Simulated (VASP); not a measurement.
**AlN: relaxation of cell and atoms with LDA**

Crystal: AlN.

```
CELL_PARAMETERS angstrom
0.00000 2.00521 2.00521
2.00521 0.00000 2.00521
2.00521 2.00521 0.00000
ATOMIC_POSITIONS crystal
Al 0.50000 0.50000 0.50000
N 0.00000 0.00000 0.00000
```

- Program: VASP 6.6.1
- Task: relaxation of cell and atoms
- Functional: LDA
- Potentials or basis: VASP PAW LDA potentials, release 64 (Al, N)
- Cutoff: 600 eV
- k mesh: 10 × 10 × 10
- Occupations: gaussian, width 0.02 eV
- Spin: no spin polarisation
- Dipole correction: no
- Further INCAR settings: ALGO = Normal; EDIFF = 1e-07; IBRION = 2; EDIFFG = -0.002; NSW = 100; ISIF = 3

```json
{
 "Relaxed volume": "8.08 Å³/atom",
 "Relaxed cell": "a = 2.838 Å, b = 2.838 Å, c = 2.838 Å, α = 60.00°, β = 60.00°, γ = 60.00°",
 "Space group after relaxing (to 0.1 Å)": "Fm-3m (No. 225)",
 "Energy gained by relaxing": "0.0 meV/atom",
 "Ionic steps": "3",
 "Pressure after relaxing": "0.0 GPa",
 "Band gap on the k mesh": "4.68 eV (least direct gap 6.10 eV)"
}
```

Final structure:
```cif
data_structure
_symmetry_space_group_name_H-M 'P 1'
_symmetry_Int_Tables_number 1
_cell_length_a 2.8380
_cell_length_b 2.8380
_cell_length_c 2.8380
_cell_angle_alpha 60.000
_cell_angle_beta 60.000
_cell_angle_gamma 60.000
_cell_volume 16.16
loop_
_atom_site_label
_atom_site_type_symbol
_atom_site_fract_x
_atom_site_fract_y
_atom_site_fract_z
_atom_site_occupancy
Al1 Al 0.50000 0.50000 0.50000 1
N1 N 0.00000 0.00000 0.00000 1
```

Levels at points of the mesh, in eV from the valence-band top:
| k point | band 1 | band 2 | band 3 | band 4 | band 5 | band 6 | band 7 | band 8 |
| --- | --- | --- | --- | --- | --- | --- | --- | --- |
| (0.00, 0.00, 0.00) | -17.61 | 0.00 | 0.00 | 0.00 | 6.10 | 12.09 | 12.09 | 12.09 |
| (0.50, 0.00, 0.00) | -14.18 | -8.49 | -1.12 | -1.12 | 6.27 | 10.98 | 10.98 | 13.45 |
| (0.50, 0.50, 0.00) | -13.14 | -7.56 | -2.87 | -2.87 | 4.68 | 5.16 | 14.16 | 17.34 |

Wall time 7.6 s on 1 thread of AMD EPYC 9R45 96-Core Processor (Zen 5), with other jobs on the host, peak memory 0.1 GiB.

A k mesh can miss the band edges.
